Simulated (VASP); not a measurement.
# PbS: single point with PBEsol

Crystal: PbS.

```
Pb S
1.0
     2.03966   -3.53586    0.00000
     2.03966    3.53586    0.00000
     0.00000    0.00000    7.49641
Pb S
2 2
Direct
  0.00103 0.99897 0.48673
  0.99897 0.00103 0.98673
  0.66715 0.33285 0.69247
  0.33285 0.66715 0.19247
```

- Program: VASP 6.6.1
- Task: single point
- Functional: PBEsol
- Potentials or basis: VASP PAW PBE potentials, release 64 (Pb_d, S)
- Cutoff: 520 eV
- k mesh: 6 × 6 × 4
- Occupations: fermi-dirac, width 0.02 eV
- Spin: no spin polarisation

```
Pressure               : -0.5 GPa
Largest force          : 0.090 eV/Å
Band gap on the k mesh : 0.33 eV, indirect (least direct gap 1.16 eV)
```

Forces in eV/Å, atoms in the order of the input:
```
Pb   0.000  0.007 -0.090
Pb   0.000 -0.007 -0.090
S    0.000 -0.004  0.090
S    0.000  0.004  0.090
```

Levels at points of the mesh, in eV from the valence-band top:
| k point | band 17 | band 18 | band 19 | band 20 | band 21 | band 22 | band 23 | band 24 |
| --- | --- | --- | --- | --- | --- | --- | --- | --- |
| (0.00, 0.00, 0.00) | -1.94 | -1.58 | -1.58 | -0.20 | 0.96 | 3.41 | 3.41 | 3.80 |
| (0.50, 0.00, 0.00) | -3.08 | -1.93 | -1.58 | -0.94 | 0.33 | 2.36 | 2.71 | 3.87 |
| (0.50, 0.50, 0.00) | -3.07 | -1.93 | -1.58 | -0.92 | 0.33 | 2.38 | 2.72 | 3.86 |
| (0.00, 0.00, 0.50) | -1.76 | -1.76 | -1.43 | -1.43 | 2.53 | 2.53 | 3.50 | 3.50 |
| (0.50, 0.00, 0.50) | -2.59 | -2.59 | -2.50 | -2.50 | 2.29 | 2.29 | 3.23 | 3.23 |
| (0.50, 0.50, 0.50) | -2.59 | -2.59 | -2.50 | -2.50 | 2.29 | 2.29 | 3.24 | 3.24 |

Run time: 99 s on 1 thread of Intel Xeon 6975P-C, on a shared host, peak memory 0.27 GiB.

Caveat: the PAW data sets were made with another functional, which shifts forces and pressure a little; spin-orbit coupling is left out, which moves the levels of the heavy elements. A k mesh can miss the band edges.
